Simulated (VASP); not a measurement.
# Cd (Pm-3m) in VASP: further runs

The runs below take Cd through relaxation of cell and atoms, with LDA.

Program: VASP 6.6.1. These are calculated values, not measurements. Logs are shortened: lines on timing, memory, paths and dates and some standing lists are left out, and cuts for length are marked.

**1. The cell of the first run**

The structure is cubic, space group Pm-3m (No. 221). The conventional cell has a = 2.870 Å, b = 2.870 Å, c = 2.870 Å, α = 90.00°, β = 90.00°, γ = 90.00°. Within 3.8 Å of Cd (site symmetry m-3m) lie 6 Cd at 2.87 Å.

**2. Relaxation of cell and atoms, LDA, target pressure 5 GPa, at which the enthalpy is minimised**

File INCAR:

```
PREC = Accurate
ENCUT = 600
EDIFF = 1E-7
ISMEAR = -1
SIGMA = 0.05
LREAL = False
LASPH = True
NELM = 100
ALGO = Normal
ISIF = 3
LWAVE = False
LCHARG = False
IBRION = 2
NSW = 80
EDIFFG = -0.01
PSTRESS = 50.0
```

File KPOINTS:

```
Automatic mesh
0
Gamma
  8 8 8
```

File POSCAR:

```
Cd
1.0
    2.8700000000      0.0000000000      0.0000000000
    0.0000000000      2.8700000000      0.0000000000
    0.0000000000      0.0000000000      2.8700000000
Cd
1
Direct
    0.0000000000      0.0000000000      0.0000000000
```

Potentials or basis: VASP PAW LDA potentials, release 64 (Cd).

On the command line:

```bash
> cat potpaw_LDA.64/Cd/POTCAR > POTCAR
> mpirun -np 1 vasp_std > vasp.out
```

OUTCAR:

```text
PREC = Accurate
   ENCUT = 600
   EDIFF = 1E-7
   ISMEAR = -1
   LREAL = False
   LASPH = True
   NELM = 100
   ISIF = 3
   IBRION = 2
   NSW = 80
   EDIFFG = -0.01
   PSTRESS = 50.0

 ion  position               nearest neighbor table
   1  0.000  0.000  0.000-

  LATTYP: Found a simple cubic cell.
 ALAT       =     2.8700000000

  Lattice vectors:

 A1 = (   2.8700000000,   0.0000000000,   0.0000000000)
 A2 = (   0.0000000000,   2.8700000000,   0.0000000000)
 A3 = (   0.0000000000,   0.0000000000,   2.8700000000)

Analysis of symmetry for initial positions (statically):
=====================================================================
 Subroutine PRICEL returns:
 Original cell was already a primitive cell.

 Routine SETGRP: Setting up the symmetry group for a
 simple cubic supercell.

 Subroutine GETGRP returns: Found 48 space group operations
 (whereof 48 operations were pure point group operations)
 out of a pool of 48 trial point group operations.

The static configuration has the point symmetry O_h .

Analysis of symmetry for dynamics (positions and initial velocities):
=====================================================================
 Subroutine PRICEL returns:
 Original cell was already a primitive cell.

 Routine SETGRP: Setting up the symmetry group for a
 simple cubic supercell.

 Subroutine GETGRP returns: Found 48 space group operations
 (whereof 48 operations were pure point group operations)
 out of a pool of 48 trial point group operations.

The dynamic configuration has the point symmetry O_h .

 Subroutine INISYM returns: Found 48 space group operations
 (whereof 48 operations are pure point group operations),
 and found     1 'primitive' translations

----------------------------------------------------------------------------------------

                                     Primitive cell

  volume of cell :      23.6399

  direct lattice vectors                    reciprocal lattice vectors
     2.870000000  0.000000000  0.000000000     0.348432056  0.000000000  0.000000000
     0.000000000  2.870000000  0.000000000     0.000000000  0.348432056  0.000000000
     0.000000000  0.000000000  2.870000000     0.000000000  0.000000000  0.348432056

  length of vectors
     2.870000000  2.870000000  2.870000000     0.348432056  0.348432056  0.348432056

  position of ions in fractional coordinates (direct lattice)
     0.000000000  0.000000000  0.000000000

  ion indices of the primitive-cell ions
   primitive index   ion index
                 1           1

----------------------------------------------------------------------------------------

 KPOINTS: Automatic mesh

Automatic generation of k-mesh.
 Grid dimensions read from file:
 generate k-points for:    8    8    8

 Generating k-lattice:

  Cartesian coordinates                     Fractional coordinates (reciprocal lattice)
     0.043554007  0.000000000  0.000000000     0.125000000  0.000000000  0.000000000
     0.000000000  0.043554007  0.000000000     0.000000000  0.125000000  0.000000000
     0.000000000  0.000000000  0.043554007     0.000000000  0.000000000  0.125000000

  Length of vectors
     0.043554007  0.043554007  0.043554007

  Shift w.r.t. Gamma in fractional coordinates (k-lattice)
     0.000000000  0.000000000  0.000000000

 Subroutine IBZKPT returns following result:
 ===========================================

 Found     35 irreducible k-points:

 Following reciprocal coordinates:
            Coordinates               Weight
  0.000000  0.000000  0.000000      1.000000
  0.125000  0.000000  0.000000      6.000000
  0.250000  0.000000  0.000000      6.000000
  0.375000  0.000000  0.000000      6.000000
  0.500000  0.000000  0.000000      3.000000
  0.125000  0.125000  0.000000     12.000000
[... 16 lines left out ...]
  0.375000  0.375000  0.125000     24.000000
  0.500000  0.375000  0.125000     24.000000
 [... further k-points ...]
   k-points           NKPTS =     35   k-points in BZ     NKDIM =     35   number of bands    NBANDS=     10
   number of dos      NEDOS =    301   number of ions     NIONS =      1
   total plane-waves  NPLWV =  13824
   dimension x,y,z NGX =    24 NGY =   24 NGZ =   24
   dimension x,y,z NGXF=    48 NGYF=   48 NGZF=   48
   ions per type =               1
   NGX,Y,Z   is equivalent  to a cutoff of  13.90, 13.90, 13.90 a.u.
   NGXF,Y,Z  is equivalent  to a cutoff of  27.80, 27.80, 27.80 a.u.
 SYSTEM =  unknown system
   PREC   = accura    normal or accurate (medium, high low for compatibility)
   ISTART =      0    job   : 0-new  1-cont  2-samecut
   ICHARG =      2    charge: 1-file 2-atom 10-const
   ISPIN  =      1    spin polarized calculation?
   LNONCOLLINEAR =      F non collinear calculations
   LSORBIT =      F    spin-orbit coupling
   LASPH  =      T    aspherical Exc in radial PAW
   ENCUT  =  600.0 eV  44.10 Ry    6.64 a.u.   5.73  5.73  5.73*2*pi/ulx,y,z
   NELM   =    100;   NELMIN=  2; NELMDL= -5     # of ELM steps
   EDIFF  = 0.1E-06   stopping-criterion for ELM
   LREAL  =      F    real-space projection
   EDIFFG = -.1E-01   stopping-criterion for IOM
   NSW    =     80    number of steps for IOM
   IBRION =      2    ionic relax: 0-MD 1-quasi-New 2-CG
   NFREE  =      1    steps in history (QN), initial steepest desc. (CG)
   ISIF   =      3    stress and relaxation
   ISYM   =      2    0-nonsym 1-usesym 2-fastsym
   POTIM  = 0.5000    time-step for ionic-motion
   TEBEG  =    0.0;   TEEND  =   0.0 temperature during run
   PSTRESS=   50.0 pullay stress
   NELECT =      12.0000    total number of electrons
   NUPDOWN=      -1.0000    fix difference up-down
   EMIN   =  10.00;   EMAX   =-10.00  energy-range for DOS
   EFERMI =   0.00;   METHOD = LEGACY
   ISMEAR =    -1;   SIGMA  =   0.05  broadening in eV -4-tet -1-fermi 0-gaus
   EFERMI_NEDOS =   21; number of points for ismear=-14 and -15
   IALGO  =     38    algorithm
   IMIX   =      4    mixing-type and parameters
     AMIX     =   0.40;   BMIX     =  1.00
     AMIX_MAG =   1.60;   BMIX_MAG =  1.00
  volume/ion in A,a.u.               =      23.64       159.53
  Fermi-wavevector in a.u.,A,eV,Ry     =   1.305930  2.467851 23.204112  1.705454
  Thomas-Fermi vector in A             =   2.436766
   LORBIT       =      0    0 simple, 1 ext, 2 COOP (PROOUT), +10 PAW based schemes
   GGA     = CA    functional components
   LHFCALC =     F    Hartree Fock is set to
   AEXX    =    0.0000 exact exchange contribution
   IVDW    =     0    specifies the selected vdW correction
   LEPSILON=     F    determine dielectric tensor
   LRPA    =     F    only Hartree local field effects (RPA)
 conjugate gradient relaxation of ions
 non-spin polarized calculation
  energy-cutoff  :      600.00
  volume of cell :       23.64
 maximum number of plane-waves:       840
 NGX is ok and might be reduce to    24
   NGX = 11   NGY = 11   NGZ = 11

--------------------------------------- Ionic step        1  -------------------------------------------

 number of electron      11.9999997 magnetization

 Free energy of the ion-electron system (eV)
  ---------------------------------------------------
  ext. energy  EPLUGINS =         0.00000000
  ---------------------------------------------------
  free energy    TOTEN  =        -1.35415154 eV

  energy without entropy =       -1.35224976  energy(sigma->0) =       -1.35320065

------------------------ aborting loop because EDIFF is reached ----------------------------------------

  FORCE on cell =-STRESS in cart. coord.  units (eV):
  Direction    XX          YY          ZZ          XY          YZ          ZX
  --------------------------------------------------------------------------------------
  -------------------------------------------------------------------------------------
  Total       -0.0461830     -0.0461830     -0.0461830     -0.0000000     -0.0000000      0.0000000
  in kB       -3.1300170     -3.1300170     -3.1300170     -0.0000000     -0.0000000      0.0000000
  external PRESSURE =     -53.1300170 kB  Pullay stress =      50.0000000 kB
[... 59 lines left out ...]
  enthalpy is  TOTEN    =        -0.6435824421 eV   P V=        0.6571672144

--------------------------------------- Ionic step        3  -------------------------------------------

 number of electron      12.0000004 magnetization

 Free energy of the ion-electron system (eV)
  ---------------------------------------------------
  ext. energy  EPLUGINS =         0.00000000
  ---------------------------------------------------
  free energy    TOTEN  =        -1.32959217 eV

  energy without entropy =       -1.32784900  energy(sigma->0) =       -1.32872058

 E-fermi :   2.6619     XC(G=0): -11.2386

 val. band max:        2.3817325160   @ k =   0.5000   0.3750   0.1250
 cond. band min:       2.7251237955   @ k =   0.5000   0.3750   0.0000
 fundamental gap:      0.3433912795
 Fermi energy:         2.6618912000

 k-point     1 :       0.0000    0.0000    0.0000
  band No.  band energies     occupation
      1      -7.6940      2.00000
      2      -7.6940      2.00000
      3      -6.2900      2.00000
      4      -5.6600      2.00000
      5      -5.6600      2.00000
      6      -5.6600      2.00000
      7      13.5022      0.00000
      8      13.5022      0.00000
      9      13.5022      0.00000
     10      17.6594      0.00000
[... 287 lines left out ...]
 k-point    24 :       0.5000    0.3750    0.1250
  band No.  band energies     occupation
      1      -7.2688      2.00000
      2      -6.8627      2.00000
      3      -6.3619      2.00000
      4      -6.2562      2.00000
      5      -5.4003      2.00000
      6       2.3817      1.99265
      7       3.1522      0.00011
      8       8.0134      0.00000
      9      10.2558      0.00000
     10      18.4627      0.00000

 [... further k-points ...]
[... 5 lines left out ...]
  --------------------------------------------------------------------------------------
  -------------------------------------------------------------------------------------
  Total        0.6794557      0.6794557      0.6794557      0.0000000     -0.0000000      0.0000000
  in kB       49.9846458     49.9846458     49.9846458      0.0000000     -0.0000000      0.0000000
  external PRESSURE =      -0.0153542 kB  Pullay stress =      50.0000000 kB
[... 16 lines left out ...]
  FREE ENERGIE OF THE ION-ELECTRON SYSTEM (eV)
  ---------------------------------------------------
  free  energy   TOTEN  =        -1.3295921728 eV

  energy  without entropy=       -1.3278489958  energy(sigma->0) =       -1.32872058

  enthalpy is  TOTEN    =        -0.6499277771 eV   P V=        0.6796643957

 reached required accuracy - stopping structural energy minimisation
```

It took 22 s on 1 thread of Intel Xeon 6975P-C, shared host; peak memory 0.13 GiB.

Results:

- Free energy: -1.3296 eV
- Relaxed volume: 21.78 Å³/atom
- Relaxed cell: a = 2.793 Å, b = 2.793 Å, c = 2.793 Å, α = 90.00°, β = 90.00°, γ = 90.00°
- Space group after relaxing (to 0.05 Å): Pm-3m (No. 221)
- Energy change on relaxing (the enthalpy is what falls): +24.6 meV/atom
- Ionic steps: 3
- Pressure after relaxing: 5.0 GPa
- Band gap on the k mesh: zero (band 6 reaches 7.58 eV, above the bottom of band 7 at -0.05 eV)

The path:
```
step  energy change (eV)  largest force (eV/Å)  pressure (GPa)  volume (Å³)
   1              0.0000                0.0000           -0.31        23.64
   2              0.0534                0.0000            7.91        21.06
   3              0.0246                0.0000            5.00        21.78
```

Final structure:
```
Cd
1.0
     2.79262    0.00000    0.00000
     0.00000    2.79262    0.00000
     0.00000    0.00000    2.79262
Cd
1
Direct
  0.00000 0.00000 0.00000
```

Levels at points of the mesh, in eV from the Fermi level:
| k point | band 3 | band 4 | band 5 | band 6 | band 7 | band 8 | band 9 | band 10 |
| --- | --- | --- | --- | --- | --- | --- | --- | --- |
| (0.00, 0.00, 0.00) | -8.95 | -8.32 | -8.32 | -8.32 | 10.84 | 10.84 | 10.84 | 15.00 |
| (0.50, 0.00, 0.00) | -8.94 | -8.94 | -8.27 | -2.98 | -2.72 | 15.40 | 15.50 | 15.50 |
| (0.50, 0.50, 0.00) | -8.84 | -8.84 | -7.79 | 0.90 | 0.90 | 2.73 | 6.15 | 19.49 |
| (0.50, 0.50, 0.50) | -9.83 | -7.75 | -7.75 | 4.92 | 4.92 | 4.92 | 8.55 | 9.67 |

Caveat: the cell is relaxed towards a set pressure, so the enthalpy falls and the energy may rise.

(Part 1 of 3 ends here.)
